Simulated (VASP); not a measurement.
Write the native input for VASP 6.6.1 that does the following.

```yaml
Task: single point
Functional: PBE-based screened hybrid with 5 % exact exchange
Potentials_or_basis: VASP PAW PBE potentials, release 64 (Tl_d, Cl)
Cutoff: 400 eV
k_mesh: 4 × 4 × 4
Occupations: gaussian, width 0.01 eV
Spin: no spin polarisation
Dipole_correction: no
Grid_for_exact_exchange_PRECFOCK: Normal
Share_of_exact_exchange: 0.05
Further_INCAR_settings: ALGO = Normal; EDIFF = 1e-06; NBANDS = 17
Screening_parameter: 0.2078 1/Å
```

Crystal: TlCl.

```
Tl Cl
1.0
     3.79363    0.00000    0.00000
     0.00000    3.79363    0.00000
     0.00000    0.00000    3.79363
Tl Cl
1 1
Cartesian
  0.0000 0.0000 0.0000
  1.8968 1.8968 1.8968
```

The input as run:

POSCAR

```
TlCl
1.0
    3.7936346873      0.0000000000      0.0000000000
    0.0000000000      3.7936346873      0.0000000000
    0.0000000000      0.0000000000      3.7936346873
Tl Cl
1 1
Direct
    0.0000000000      0.0000000000      0.0000000000
    0.5000000000      0.5000000000      0.5000000000
```

INCAR.step1

```
SYSTEM = TlCl
  PREC = Accurate
  ENCUT = 400
  EDIFF = 1E-5
  ISMEAR = 0
  SIGMA = 0.01
  LREAL = .False.
  LASPH = .True.
  NELM = 120
  ALGO = Normal
  ISIF = 2
  LWAVE = .True.
  LCHARG = .False.
  NBANDS = 17
  GGA = PE
  GGA_COMPAT = .False.
```

INCAR.step2

```
SYSTEM = TlCl
  PREC = Accurate
  ENCUT = 400
  EDIFF = 1E-6
  ISMEAR = 0
  SIGMA = 0.01
  LREAL = .False.
  LASPH = .True.
  NELM = 120
  ALGO = Normal
  ISIF = 2
  LWAVE = .False.
  LCHARG = .False.
  GGA = PE
  LHFCALC = .True.
  AEXX = 0.05
  HFSCREEN = 0.2078
  PRECFOCK = Normal
  NBANDS = 17
  ISTART = 1
  GGA_COMPAT = .False.
```

KPOINTS

```
Automatic mesh
0
Gamma
  4 4 4
  0 0 0
```

Potentials or basis: VASP PAW PBE potentials, release 64 (Tl_d, Cl).

The run is started by

```sh
$ cat potpaw_PBE.64/Tl_d/POTCAR potpaw_PBE.64/Cl/POTCAR > POTCAR
$ cp INCAR.step1 INCAR
$ mpirun -np 1 vasp_std > vasp.out
$ cp INCAR.step2 INCAR
$ mpirun -np 1 vasp_std > vasp.out
```

Results of the run:

The pressure is 2.2 GPa and the band gap on the k mesh is 2.14 eV.

Caveat: the PAW data sets were made with another functional, which shifts forces and pressure a little; spin-orbit coupling is left out, which moves the levels of the heavy elements.

Wall time 3.5 min on 1 thread of Intel(R) Xeon(R) Platinum 8488C (Sapphire Rapids), with other jobs on the host, peak memory 0.26 GiB.
